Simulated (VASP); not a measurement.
# HC12 (a cell with a defect) in VASP: notebook, part 2 of 2

VASP 6.6.1. Earlier steps stand in the parts before.

**6. Single point, PBE**

File INCAR:

```
SYSTEM = HC12
PREC = Accurate ; ENCUT = 520
EDIFF = 1E-7 ; ISMEAR = 0
SIGMA = 0.05 ; LREAL = .FALSE.
LASPH = .TRUE. ; NELM = 100
ALGO = Normal ; ISIF = 2
LWAVE = .FALSE. ; LCHARG = .TRUE.
GGA = PE ; LELF = .TRUE.
LVHAR = .TRUE. ; NBANDS = 36
NELECT = 48.0
```

File KPOINTS:

```
Automatic mesh
0
G
  6 6 6
  0 0 0
```

File POSCAR:

```
HC12
1.0
   -3.5715485858     -1.7857742929     -1.7857742929
   -1.7857742929     -3.5715485858      1.7857742929
   -3.5715485858      1.7857742929      1.7857742929
C H
12 1
Direct
    0.9166666667      0.6666666667      0.2500000000
    0.5833333333      0.3333333333      0.2500000000
    0.2500000000      0.0000000000      0.2500000000
    0.0833333333      0.3333333333      0.7500000000
    0.7500000000      0.0000000000      0.7500000000
    0.4166666667      0.6666666667      0.7500000000
    0.5416666667      0.6666666667      0.3750000000
    0.2083333333      0.3333333333      0.3750000000
    0.8750000000      0.0000000000      0.3750000000
    0.7083333333      0.3333333333      0.8750000000
    0.3750000000      0.0000000000      0.8750000000
    0.0416666667      0.6666666667      0.8750000000
    0.5833333333      0.5833333333      0.0000000000
```

Potentials or basis: VASP PAW PBE potentials, release 64 (C, H).

Command:

```
> cat potpaw_PBE.64/C/POTCAR potpaw_PBE.64/H/POTCAR > POTCAR
> mpirun -np 1 vasp_std > vasp.out
```

Run time: 5 min. Hardware: 1 thread of Intel Xeon 8259CL, shared host; peak memory 0.32 GiB.

Results (log left out):

| Quantity | Value |
| --- | --- |
| Free energy | -118.4261 eV |
| Largest force | 4.695 eV/Å |

Forces in eV/Å, atoms in the order of the input:
```
C   -0.190  0.059  0.111
C   -1.302  2.319  0.938
C   -0.264  0.038  0.687
C   -0.220 -0.455 -0.868
C    0.650  0.138 -0.045
C    2.375 -1.154  0.691
C   -1.157 -0.119  0.281
C    0.384 -0.111 -0.020
C   -0.111 -0.355 -0.256
C    1.072  1.029 -4.454
C   -0.088 -0.869  0.698
C   -0.506  0.005  0.069
H   -0.643 -0.524  2.169
```

Levels at points of the mesh, in eV from the Fermi level:
| k point | band 22 | band 23 | band 24 | band 25 | band 26 | band 27 |
| --- | --- | --- | --- | --- | --- | --- |
| (0.00, 0.00, 0.00) | -0.39 | -0.36 | -0.28 | 3.57 | 5.17 | 5.24 |
| (0.50, 0.00, 0.00) | -4.30 | -2.62 | -2.13 | 3.96 | 5.67 | 6.02 |
| (0.00, 0.50, 0.00) | -3.10 | -1.81 | -1.51 | 3.02 | 4.40 | 6.51 |
| (0.00, 0.00, 0.50) | -2.22 | -1.90 | -1.81 | 3.51 | 6.52 | 6.94 |
| (0.50, 0.00, 0.50) | -3.70 | -3.10 | -3.02 | 2.53 | 4.38 | 5.18 |
| (0.50, 0.50, 0.50) | -3.74 | -3.11 | -3.02 | 2.65 | 4.38 | 5.39 |
| (0.00, 0.50, 0.50) | -4.32 | -4.08 | -4.03 | 2.89 | 5.70 | 5.86 |

Caveat: the cell carries a net charge on a neutralising background, which shifts energy and pressure; the cell is charged against a uniform background, so pressure and absolute levels hang on convention.

**7. Single point, PBE**

File INCAR:

```
  PREC = Accurate
  ENCUT = 520
  EDIFF = 1E-6
  ISMEAR = 0
  SIGMA = 0.05
  LREAL = F
  LASPH = T
  NELM = 60
  ALGO = Normal
  ISIF = 2
  LWAVE = F
  LCHARG = F
  GGA = PE
  NELECT = 48.0
  NBANDS = 36
```

File KPOINTS:

```
Automatic mesh
0
Gamma
  6 6 6
```

Changes to POSCAR since step 6:

```diff
@@ -20,2 +20,2 @@
     0.0416666667      0.6666666667      0.8750000000
-    0.5833333333      0.5833333333      0.0000000000
+    0.7083333333      0.5833333333      0.1250000000
```

Potentials or basis: VASP PAW PBE potentials, release 64 (C, H).

Command:

```
> cat potpaw_PBE.64/C/POTCAR potpaw_PBE.64/H/POTCAR > POTCAR
> mpirun -np 1 vasp_std > vasp.out
```

OUTCAR:

```text
PREC = Accurate
   ENCUT = 520
   EDIFF = 1E-6
   ISMEAR = 0
   LREAL = F
   LASPH = T
   NELM = 60
   ISIF = 2
   GGA = PE
   NELECT = 48.0

 ion  position               nearest neighbor table
   1  0.917  0.667  0.250-  13 1.41   9 1.55  12 1.55   7 1.55   8 1.55
   2  0.583  0.333  0.250-  13 1.41  10 1.55   8 1.55   9 1.55   7 1.55
   3  0.250  0.000  0.250-   8 1.55   9 1.55  11 1.55   7 1.55
   4  0.083  0.333  0.750-   8 1.55  10 1.55  11 1.55  12 1.55
   5  0.750  0.000  0.750-  10 1.55   9 1.55  11 1.55  12 1.55
   6  0.417  0.667  0.750-  11 1.55   7 1.55  12 1.55  10 1.55
   7  0.542  0.667  0.375-  13 1.09   6 1.55   1 1.55   3 1.55   2 1.55
   8  0.208  0.333  0.375-   3 1.55   2 1.55   4 1.55   1 1.55
   9  0.875  0.000  0.375-   1 1.55   3 1.55   5 1.55   2 1.55
  10  0.708  0.333  0.875-   5 1.55   4 1.55   2 1.55   6 1.55
  11  0.375  0.000  0.875-   6 1.55   5 1.55   3 1.55   4 1.55
  12  0.042  0.667  0.875-   1 1.55   6 1.55   5 1.55   4 1.55
  13  0.708  0.583  0.125-   7 1.09   2 1.41   1 1.41

  LATTYP: Found a base centered monoclinic cell.
 ALAT       =     4.3742358134
 B/A-ratio  =     1.7320508076
 C/A-ratio  =     1.0000000000
 COS(beta)  =    -0.3333333333

  Lattice vectors:

 A1 = (   1.7857742929,  -1.7857742929,   3.5715485858)
 A2 = (   1.7857742929,   3.5715485858,  -1.7857742929)
 A3 = (  -3.5715485858,   1.7857742929,   1.7857742929)

Analysis of symmetry for initial positions (statically):
=====================================================================
 Subroutine PRICEL returns:
 Original cell was already a primitive cell.

 Routine SETGRP: Setting up the symmetry group for a
 base centered monoclinic supercell.

 Subroutine GETGRP returns: Found  1 space group operations
 (whereof  1 operations were pure point group operations)
 out of a pool of  4 trial point group operations.
[... 166 lines left out ...]
   LEPSILON=     F    determine dielectric tensor
   LRPA    =     F    only Hartree local field effects (RPA)
 non-spin polarized calculation
 Gauss-broadening in eV      SIGMA  =   0.05
  energy-cutoff  :      520.00
  volume of cell :       68.34
 maximum number of plane-waves:      1862
 NGX is ok and might be reduce to    36

 number of electron      48.0000003 magnetization

 Free energy of the ion-electron system (eV)
  ---------------------------------------------------
  ext. energy  EPLUGINS =         0.00000000
  ---------------------------------------------------
  free energy    TOTEN  =      -118.42345697 eV

  energy without entropy =     -118.42345697  energy(sigma->0) =     -118.42345697

 E-fermi :  10.1056     XC(G=0): -13.2451

 val. band max:        9.8351664096   @ k =   0.0000   0.0000   0.0000
 cond. band min:      12.4020774450   @ k =  -0.3333   0.3333   0.3333
 fundamental gap:      2.5669110354
 Fermi energy:        10.1055993779

 k-point     1 :       0.0000    0.0000    0.0000
  band No.  band energies     occupation
      1     -12.2209      2.00000
      2      -6.7419      2.00000
      3      -5.2262      2.00000
      4      -4.5067      2.00000
      5      -4.1860      2.00000
      6      -3.8270      2.00000
[... 925 lines left out ...]
     35      18.8825      0.00000
     36      20.0479      0.00000

 [... further k-points ...]

------------------------ aborting loop because EDIFF is reached ----------------------------------------

  FORCE on cell =-STRESS in cart. coord.  units (eV):
  Direction    XX          YY          ZZ          XY          YZ          ZX
  --------------------------------------------------------------------------------------
  -------------------------------------------------------------------------------------
  Total       -7.7102726     -7.7508479     -6.1275888      0.8800651      1.1611131     -1.1357771
  in kB     -180.7670917   -181.7183784   -143.6611213     20.6330967     27.2222596    -26.6282577
  external PRESSURE =    -168.7155305 kB  Pullay stress =       0.0000000 kB

 VOLUME and BASIS-vectors are now :
 -----------------------------------------------------------------------------
  energy-cutoff  :      520.00
  volume of cell :       68.34
      direct lattice vectors                 reciprocal lattice vectors
    -3.571548586 -1.785774293 -1.785774293    -0.139995296 -0.046665099 -0.233325493
    -1.785774293 -3.571548586  1.785774293     0.000000000 -0.186660394  0.186660394
    -3.571548586  1.785774293  1.785774293    -0.139995296  0.139995296  0.139995296

 POSITION                                       TOTAL-FORCE (eV/Angst)
 -----------------------------------------------------------------------------------
     -5.35732     -3.57155     -0.00000        -2.147020     -1.316045     -0.818832
     -3.57155     -1.78577     -0.00000         1.286783      2.029287     -0.744746
     -1.78577      0.00000      0.00000         0.427460     -0.277023      0.353923
     -3.57155      0.00000      1.78577         0.017786     -0.073004     -0.522087
     -5.35732      0.00000      0.00000         0.029798      0.021523      0.108102
     -5.35732     -1.78577      1.78577        -0.600164      0.614623      0.112129
     -4.46444     -2.67866      0.89289        -1.118906      1.171359      4.580536
     -2.67866     -0.89289      0.89289         0.022202      0.170293      0.440886
     -4.46444     -0.89289     -0.89289        -0.273285     -0.009126      0.412288
     -6.25021     -0.89289      0.89289         1.086816     -0.121831     -0.804765
     -4.46444      0.89289      0.89289         0.320291     -0.408309     -0.068364
     -4.46444     -0.89289      2.67866         0.280926     -1.182152     -0.825696
     -4.01799     -3.12511      0.00000         0.667312     -0.619596     -2.223374
 -----------------------------------------------------------------------------------
    total drift:                               -0.000021      0.000014      0.000030

  FREE ENERGIE OF THE ION-ELECTRON SYSTEM (eV)
  ---------------------------------------------------
  free  energy   TOTEN  =      -118.4234569710 eV

  energy  without entropy=     -118.4234569710  energy(sigma->0) =     -118.42345697
```

stdout:

```text
POSCAR found type information on POSCAR C H
 POSCAR found :  2 types and      13 ions
 scaLAPACK will be used
 LDA part: xc-table for (Slater+PW92), standard interpolation
 POSCAR, INCAR and KPOINTS ok, starting setup
 FFT: planning ... GRIDC
 FFT: planning ... GRID_SOFT
 FFT: planning ... GRID
 WAVECAR not read
 entering main loop
 the old and the new charge density differ
 old charge density:    49.00000 new   48.00000
    0.134E+01
```

Run time: 5.3 min. Hardware: 1 thread of Intel Xeon 8259CL, shared host; peak memory 0.33 GiB.

What came out:

| Item | Value |
| --- | --- |
| Free energy | -118.4235 eV |
| Largest force | 4.859 eV/Å |

Forces on the atoms (eV/Å):
```
C   -2.147 -1.316 -0.819
C    1.287  2.029 -0.745
C    0.427 -0.277  0.354
C    0.018 -0.073 -0.522
C    0.030  0.022  0.108
C   -0.600  0.615  0.112
C   -1.119  1.171  4.581
C    0.022  0.170  0.441
C   -0.273 -0.009  0.412
C    1.087 -0.122 -0.805
C    0.320 -0.408 -0.068
C    0.281 -1.182 -0.826
H    0.667 -0.620 -2.223
```

Levels at points of the mesh, in eV from the Fermi level:
```tsv
k point	band 20	band 21	band 22	band 23	band 24	band 25	band 26	band 27	band 28	band 29
(0.00, 0.00, 0.00)	-3.23	-3.09	-0.38	-0.33	-0.27	3.24	5.15	5.24	5.38	6.29
(0.50, 0.00, 0.00)	-4.86	-4.45	-4.39	-2.57	-2.26	3.91	5.91	6.05	6.53	7.39
(0.50, 0.50, 0.00)	-4.90	-4.62	-4.35	-2.39	-2.18	3.12	5.84	6.24	6.50	7.82
(0.00, 0.50, 0.00)	-5.01	-3.26	-3.04	-1.97	-1.52	2.79	4.40	5.90	7.48	7.54
(0.00, 0.00, 0.50)	-5.23	-2.47	-2.32	-1.78	-1.75	4.21	6.62	6.79	6.99	7.09
(0.50, 0.00, 0.50)	-4.05	-3.89	-3.58	-3.05	-3.00	2.59	4.39	5.09	5.73	6.83
(0.50, 0.50, 0.50)	-3.92	-3.77	-3.58	-3.06	-3.03	2.54	4.39	5.21	5.78	6.82
(0.00, 0.50, 0.50)	-4.87	-4.54	-4.23	-4.14	-4.05	3.59	5.63	5.89	6.08	6.15
```

Caveat: the cell carries a net charge on a neutralising background, which shifts energy and pressure; the cell is charged against a uniform background, so pressure and absolute levels hang on convention.
